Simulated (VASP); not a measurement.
Sr4HfO:

```
Sr Hf O
1.0
     6.21528    0.00000    0.00000
    -3.10764    5.38259    0.00000
     0.00000    0.00000    4.72089
Sr Hf O
4 1 1
Direct
  0.33333 0.66667 0.00000
  0.16764 0.33528 0.50000
  0.66472 0.83236 0.50000
  0.16764 0.83236 0.50000
  0.66667 0.33333 0.00000
  0.00000 0.00000 0.00000
```

The cell was generated, and may not be a known phase.

* Program: VASP 6.6.1
* Task: relaxation of cell and atoms
* Functional: PBE
* Potentials or basis: VASP PAW PBE potentials, release 64 (Sr_sv, Hf_pv, O)
* Cutoff: 600 eV
* k mesh: 3 × 3 × 4
* Occupations: gaussian, width 0.1 eV
* Spin: no spin polarisation

At the start: pressure 8.3 GPa; volume 26.32 Å³/atom.

**Question.** Where does the relaxation end?

**Answer.** Over 11 steps the energy falls by 862.1 meV/atom and the volume is 34.55 Å³/atom (+31.3 %); space group P-6m2 (No. 187, to 0.1 Å) before and after.

The path:
```tsv
step	energy change (eV)	largest force (eV/Å)	pressure (GPa)	volume (Å³)
1	0.0000	3.4456	8.26	157.93
2	-2.1736	0.6183	1.16	190.91
3	-2.3355	0.1730	-0.36	203.20
4	-2.3395	0.3356	-0.65	206.08
5	-3.2877	0.0813	-1.66	211.46
6	-4.9267	1.2453	-1.27	214.24
7	-4.9029	1.1377	-1.62	215.21
8	-4.9278	1.1890	-1.48	214.87
9	-5.0853	0.0349	1.13	201.48
10	-5.1237	0.4254	0.21	205.32
11	-5.1725	0.0344	0.03	207.31
```

Final structure:
```
Sr Hf O
1.0
     8.17310    0.00000    0.00000
    -4.08655    7.07811    0.00000
     0.00000    0.00000    3.58353
Sr Hf O
4 1 1
Direct
  0.33333 0.66667 0.00000
  0.12989 0.25978 0.50000
  0.74022 0.87011 0.50000
  0.12989 0.87011 0.50000
  0.66667 0.33333 0.00000
  0.00000 0.00000 0.00000
```

Caveat: the k points lie up to 0.44 Å⁻¹ apart in the final cell; the volume moved by over 15 % at a fixed basis, so the end points are rough.
